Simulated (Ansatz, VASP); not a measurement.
# Ir: VASP beside Ansatz

```
Ir
1.0
     2.97149    0.00000    0.00000
    -1.48574    2.57338    0.00000
     0.00000    0.00000    4.10531
Ir
2
Cartesian
  1.4857 0.8578 3.0790
  0.0000 1.7156 1.0263
```

Change from the starting cell: strain +0.080 along x and y, -0.080 along z, atoms carried along.

Alike in both runs: task single point; functional r2SCAN; k mesh 18 × 18 × 12; occupations gaussian, width 0.15 eV; no spin polarisation.

|  | VASP | Ansatz |
| --- | --- | --- |
| version | VASP 6.6.1 | Ansatz 0.2.0 |
| potentials or method | VASP PAW PBE potentials, release 64 (Ir), cutoff 520 eV | scalar-relativistic, plane waves, PAW |
| valence electrons in the cell | 18 | 34 |

|  | VASP | Ansatz | Ansatz less VASP |
| --- | --- | --- | --- |
| gap on the k mesh at the Fermi level (eV) | none | none | - |
| pressure (GPa) | -18.1 | -19.7 | -1.68 |
| traceless stress, the component that is largest in VASP (GPa) | 19.15 | 18.85 | -0.299 |

VASP's potentials were made for PBE, not for r2SCAN. A gap of «none» marks a metal or a gap that the smearing closes. VASP's potentials hold 18 valence electrons a cell and Ansatz's 34, so a difference there can come from the potentials and not from the codes.

Neither program's run includes spin-orbit coupling.
